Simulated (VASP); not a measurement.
# HC5 in VASP: a series of runs, part 2 of 2

VASP 6.6.1. The steps go on from the part before.

## (6) Single point, PBEsol

The input, INCAR:

```
SYSTEM = HC5
PREC = Accurate ; ENCUT = 520
EDIFF = 1E-6 ; ISMEAR = -1
SIGMA = 0.05 ; LREAL = Auto
LASPH = .True. ; NELM = 60
ALGO = Normal ; ISIF = 2
LWAVE = .False. ; LCHARG = .False.
GGA = PS ; NBANDS = 60
```

The input, KPOINTS:

```
Automatic mesh
0
Gamma
  4 4 1
  0 0 0
```

The input, POSCAR:

```
HC5
1.0
    1.7769010000      1.7769010000      0.0000000000
   -1.7769010000      1.7769010000      0.0000000000
    0.0000000000      0.0000000000     32.3805640000
C H
20 4
Direct
    0.0014680000      0.0037800000      0.2434240000
    0.0400170000      0.9857730000      0.3512170000
    0.9904220000      0.9576080000      0.4543530000
    0.9594660000      0.9407010000      0.5641020000
    0.0206340000      0.0119970000      0.6814460000
    0.5116290000      0.0078400000      0.2689950000
    0.4861990000      0.9993360000      0.3728770000
    0.5056770000      0.0246820000      0.4874300000
    0.4798110000      0.0423720000      0.5932320000
    0.5191420000      0.9940820000      0.7079410000
    0.9707970000      0.4642090000      0.3225660000
    0.9980280000      0.4912380000      0.4307280000
    0.9987150000      0.5322440000      0.5429560000
    0.0386630000      0.4667960000      0.6482830000
    0.0264330000      0.5522390000      0.7626830000
    0.4524600000      0.5305280000      0.2912360000
    0.5237640000      0.4603350000      0.4025370000
    0.5308320000      0.4090380000      0.5146220000
    0.5034020000      0.5248060000      0.6246720000
    0.4888160000      0.4827780000      0.7333080000
    0.0224860000      0.6586050000      0.2215930000
    0.0318950000      0.3775220000      0.2175960000
    0.0162080000      0.1096710000      0.7796100000
    0.0103230000      0.8511140000      0.7870050000
```

Potentials or basis: VASP PAW PBE potentials, release 64 (C, H).

On the command line:

```bash
$ cat potpaw_PBE.64/C/POTCAR potpaw_PBE.64/H/POTCAR > POTCAR
$ mpirun -np 1 vasp_std > vasp.out
```

It took 4.2 min on 1 thread of Intel Xeon Platinum 8488C (Sapphire Rapids), shared host; peak memory 0.32 GiB.

It converged, with:

```yaml
Free_energy: -188.5062 eV
Largest_force: 18.375 eV/Å
Band_gap_on_the_k_mesh: 0.32 eV, indirect (least direct gap 0.33 eV)
```

Forces in eV/Å, atoms in the order of the input:
```
C     0.054   1.645  -3.896
C    -5.544  -6.915  -7.724
C    -3.487   4.283   7.357
C    -8.936  10.727  11.711
C     1.362  -0.947  -3.856
C    -3.295   0.432  -4.278
C     6.890   4.320   7.995
C     6.568  -6.793  -7.256
C     2.877  -2.880   1.672
C    -0.214  -0.796  -1.812
C    -1.222   3.777  -1.954
C     3.823  -2.078  -3.429
C    11.241  -9.710 -10.817
C    -4.763  -0.979   5.942
C     2.747  -5.515  -1.566
C     4.756  -1.614   8.012
C    -4.033   0.077  -0.510
C    -9.310   6.684   3.452
C     2.506   1.185  -5.241
C    -0.802   4.657   4.601
H    -6.667   5.831   1.938
H     7.266  -7.603   0.551
H    -8.129   8.509  -3.713
H     6.313  -6.297   2.823
```

Levels at points of the mesh, in eV from the valence-band top:
| k point | band 38 | band 39 | band 40 | band 41 | band 42 | band 43 | band 44 | band 45 | band 46 | band 47 |
| --- | --- | --- | --- | --- | --- | --- | --- | --- | --- | --- |
| (0.00, 0.00, 0.00) | -1.98 | -1.04 | -0.78 | -0.68 | 0.00 | 0.33 | 0.46 | 0.51 | 0.93 | 1.11 |
| (0.50, 0.00, 0.00) | -3.11 | -2.72 | -2.12 | -1.05 | -0.73 | 2.03 | 2.29 | 2.84 | 3.06 | 4.03 |
| (0.00, 0.50, 0.00) | -3.94 | -3.84 | -3.62 | -3.33 | -2.67 | 2.11 | 2.37 | 3.28 | 3.73 | 4.42 |
| (0.50, 0.50, 0.00) | -8.22 | -8.02 | -7.60 | -6.49 | -6.17 | 0.32 | 1.09 | 1.28 | 2.11 | 2.17 |

Caveat: the k points lie up to 0.63 Å⁻¹ apart; the PAW data sets were made with another functional, which shifts forces and pressure a little.

## (7) Single point, PBE

The input, INCAR:

```
PREC     = Accurate       # precision mode
ENCUT    = 520            # plane-wave cutoff, eV
EDIFF    = 1E-6           # SCF threshold, eV
ISMEAR   = -1             # smearing method
SIGMA    = 0.05           # smearing width, eV
LREAL    = Auto         
LASPH    = True           # aspherical terms in the spheres
NELM     = 60             # most SCF steps
ALGO     = Normal         # electronic algorithm
ISIF     = 2              # what is computed and relaxed
LWAVE    = False          # write WAVECAR
LCHARG   = True           # write CHGCAR
GGA      = PE             # functional
LELF     = True           # ELF
LVHAR    = True         
NBANDS   = 60             # bands
NELECT   = 82.0
```

The input, KPOINTS:

```
Automatic mesh
0
Gamma
  4 4 1
```

POSCAR is that of step 6.

Potentials or basis: VASP PAW PBE potentials, release 64 (C, H).

On the command line:

```bash
$ cat potpaw_PBE.64/C/POTCAR potpaw_PBE.64/H/POTCAR > POTCAR
$ mpirun -np 1 vasp_std > vasp.out
```

OUTCAR:

```text
PREC = Accurate
   ENCUT = 520
   EDIFF = 1E-6
   ISMEAR = -1
   LREAL = Auto
   LASPH = True
   NELM = 60
   ISIF = 2
   GGA = PE
   NELECT = 82.0

 ion  position               nearest neighbor table
   1  0.001  0.004  0.243-  21 1.12  22 1.26   6 1.48   6 1.53
   2  0.040  0.986  0.351-   7 1.32  11 1.53   7 1.56  11 1.62
   3  0.990  0.958  0.454-  12 1.40  12 1.54   8 1.63   8 1.69
   4  0.959  0.941  0.564-  13 1.24   9 1.55   9 1.63  13 1.64
   5  0.021  0.012  0.681-  10 1.52  10 1.53  14 1.57  14 1.74
   6  0.512  0.008  0.269-  16 1.41   1 1.48  16 1.51   1 1.53
[... 12 lines left out ...]
  19  0.503  0.525  0.625-  14 1.40  14 1.55   9 1.58   9 1.65
  20  0.489  0.483  0.733-  10 1.48  15 1.51  10 1.53  15 1.66
  21  0.022  0.659  0.222-  22 0.72   1 1.12
  22  0.032  0.378  0.218-  21 0.72   1 1.26
  23  0.016  0.110  0.780-  24 0.69  15 1.24
  24  0.010  0.851  0.787-  23 0.69  15 1.09

  LATTYP: Found a simple tetragonal cell.
 ALAT       =     2.5129174932
 C/A-ratio  =    12.8856455048

  Lattice vectors:

 A1 = (   1.7769010000,   1.7769010000,   0.0000000000)
 A2 = (  -1.7769010000,   1.7769010000,   0.0000000000)
 A3 = (   0.0000000000,   0.0000000000,  32.3805640000)

Analysis of symmetry for initial positions (statically):
=====================================================================
 Subroutine PRICEL returns:
 Original cell was already a primitive cell.

 Routine SETGRP: Setting up the symmetry group for a
 simple tetragonal supercell.

 Subroutine GETGRP returns: Found  1 space group operations
 (whereof  1 operations were pure point group operations)
 out of a pool of 16 trial point group operations.

The static configuration has the point symmetry C_1 .

Analysis of symmetry for dynamics (positions and initial velocities):
[... 160 lines left out ...]
     AMIX_MAG =   1.60;   BMIX_MAG =  1.00
  volume/ion in A,a.u.               =       8.52        57.49
  Fermi-wavevector in a.u.,A,eV,Ry     =   1.207255  2.281382 19.830024  1.457466
  Thomas-Fermi vector in A             =   2.342899
   LORBIT       =      0    0 simple, 1 ext, 2 COOP (PROOUT), +10 PAW based schemes
   GGA     = PE    functional components
   LHFCALC =     F    Hartree Fock is set to
   AEXX    =    0.0000 exact exchange contribution
   IVDW    =     0    specifies the selected vdW correction
   LEPSILON=     F    determine dielectric tensor
   LRPA    =     F    only Hartree local field effects (RPA)
 non-spin polarized calculation
  energy-cutoff  :      520.00
  volume of cell :      204.48
 maximum number of plane-waves:      5597
 NGX is ok and might be reduce to    20
   NGX =  9   NGY =  9   NGZ =121

 number of electron      82.0000002 magnetization

 Free energy of the ion-electron system (eV)
  ---------------------------------------------------
  ext. energy  EPLUGINS =         0.00000000
  ---------------------------------------------------
  free energy    TOTEN  =      -177.09212590 eV

  energy without entropy =     -177.07045917  energy(sigma->0) =     -177.08129253

 E-fermi :  -7.5387     XC(G=0):  -8.0037

 val. band max:       -7.5675748081   @ k =   0.0000   0.2500   0.0000
 cond. band min:      -7.4068524153   @ k =   0.0000   0.0000   0.0000
 fundamental gap:      0.1607223928
 Fermi energy:        -7.5386663743

 k-point     1 :       0.0000    0.0000    0.0000
  band No.  band energies     occupation
      1     -29.4675      2.00000
      2     -28.8670      2.00000
      3     -28.1964      2.00000
      4     -27.9736      2.00000
      5     -27.1213      2.00000
      6     -26.4646      2.00000
[... 549 lines left out ...]
     52      -0.8497      0.00000
     53      -0.5259      0.00000
 [bands above 53 left out]

------------------------ aborting loop because EDIFF is reached ----------------------------------------

  FORCE on cell =-STRESS in cart. coord.  units (eV):
  Direction    XX          YY          ZZ          XY          YZ          ZX
  --------------------------------------------------------------------------------------
  -------------------------------------------------------------------------------------
  Total       19.6663794     19.2824178    -10.1265461    -12.6652829      3.7145342     -3.7972420
  in kB      154.0969801    151.0884279    -79.3470997    -99.2395098     29.1054336    -29.7534950
  external PRESSURE =      75.2794361 kB  Pullay stress =       0.0000000 kB

 VOLUME and BASIS-vectors are now :
 -----------------------------------------------------------------------------
  energy-cutoff  :      520.00
  volume of cell :      204.48
      direct lattice vectors                 reciprocal lattice vectors
     1.776901000  1.776901000  0.000000000     0.281388777  0.281388777  0.000000000
    -1.776901000  1.776901000  0.000000000    -0.281388777  0.281388777  0.000000000
     0.000000000  0.000000000 32.380564000     0.000000000  0.000000000  0.030882723

 POSITION                                       TOTAL-FORCE (eV/Angst)
 -----------------------------------------------------------------------------------
     -0.00411      0.00933      7.88221        -0.883791      1.868715     -1.528045
     -1.68051      1.82273     11.37260        -5.410587     -6.624773     -7.760562
      0.05831      3.46146     14.71221        -3.065487      4.212067      6.554661
      0.03334      3.37641     18.26594        -9.143188     10.671767     11.734037
      0.01535      0.05798     22.06561         0.690470     -0.712294     -3.405777
      0.89518      0.92304      8.71021        -2.432975      0.469634     -4.218651
[... 16 lines left out ...]
     -0.16607      0.22367     25.24421        -6.485914      6.773921     -2.122478
     -1.49400      1.53069     25.48367         5.973123     -6.119144      6.190158
 -----------------------------------------------------------------------------------
    total drift:                               -0.001845      0.009953      0.010380

  FREE ENERGIE OF THE ION-ELECTRON SYSTEM (eV)
  ---------------------------------------------------
  free  energy   TOTEN  =      -177.0921258973 eV

  energy  without entropy=     -177.0704591678  energy(sigma->0) =     -177.08129253
```

OSZICAR:

```text
N       E                     dE             d eps       ncg     rms          rms(c)
DAV:   1     0.418429084509E+03    0.41843E+03   -0.41318E+04  1200   0.126E+03
DAV:   2    -0.149839559607E+03   -0.56827E+03   -0.53595E+03  1548   0.290E+02
DAV:   3    -0.189789015498E+03   -0.39949E+02   -0.39029E+02  1484   0.731E+01
[... 20 lines left out ...]
DAV:  24    -0.177092116846E+03   -0.18436E-04   -0.19358E-05  1584   0.192E-02    0.439E-03
DAV:  25    -0.177092121075E+03   -0.42297E-05   -0.34953E-06  1048   0.865E-03    0.118E-03
DAV:  26    -0.177092123689E+03   -0.26136E-05   -0.74269E-07   800   0.364E-03    0.649E-04
DAV:  27    -0.177092125521E+03   -0.18316E-05   -0.18416E-07   744   0.216E-03    0.210E-04
DAV:  28    -0.177092125897E+03   -0.37670E-06   -0.76198E-08   720   0.143E-03
   1 F= -.17709213E+03 E0= -.17708129E+03  d E =-.216667E-01
```

stdout:

```text
POSCAR found type information on POSCAR C H
 POSCAR found :  2 types and      24 ions
 scaLAPACK will be used
 LDA part: xc-table for (Slater+PW92), standard interpolation
 POSCAR, INCAR and KPOINTS ok, starting setup
 FFT: planning ... GRIDC
 FFT: planning ... GRID_SOFT
 FFT: planning ... GRID
 WAVECAR not read
 entering main loop
 the old and the new charge density differ
 old charge density:    84.00000 new   82.00000
    0.188E+01
```

Run time: 5.5 min. Hardware: 1 thread of Intel Xeon Platinum 8488C (Sapphire Rapids), shared host; peak memory 0.32 GiB.

Results:

- Free energy: -177.0921 eV
- Largest force: 18.308 eV/Å

Forces in eV/Å, atoms in the order of the input:
```
C    -0.884   1.869  -1.528
C    -5.411  -6.625  -7.761
C    -3.065   4.212   6.555
C    -9.143  10.672  11.734
C     0.690  -0.712  -3.406
C    -2.433   0.470  -4.219
C     6.381   3.956   8.091
C     6.119  -6.298  -6.848
C     3.143  -2.704   1.614
C    -0.060  -0.340  -2.102
C    -0.928   3.837  -1.614
C     3.317  -2.235  -2.957
C    10.943  -9.384 -10.562
C    -4.242  -1.239   5.331
C     1.693  -3.858  -3.494
C     4.362  -2.096   7.990
C    -3.499   0.308  -0.917
C    -8.680   5.979   3.088
C     2.314   1.066  -4.708
C    -0.977   4.150   4.533
H    -5.630   5.001  -0.879
H     6.502  -6.684  -2.009
H    -6.486   6.774  -2.122
H     5.973  -6.119   6.190
```

Caveat: the k points lie up to 0.63 Å⁻¹ apart; the cell carries a net charge on a neutralising background, which shifts energy and pressure; the cell is charged against a uniform background, so pressure and absolute levels hang on convention.

## (8) The runs side by side

| k mesh | gap on the mesh (eV) | largest force (eV/Å) |
| --- | --- | --- |
| 1 × 1 × 1 | 0.22 | 14.03 |
| 1 × 1 × 1, shifted | 6.19 | 18.93 |
| 4 × 4 × 1 | 0.32 | 18.38 |

Alike in all rows: task single point; level PBEsol; potentials or basis VASP PAW PBE potentials, release 64 (C, H); no spin polarisation; cell as given; cutoff (eV) 520; smearing fermi-dirac 0.05 eV.

Caveats: all runs use coarse meshes; the PAW data sets were made with another functional, which shifts forces and pressure a little.

Absolute energies hang on the potentials; compare differences alone.
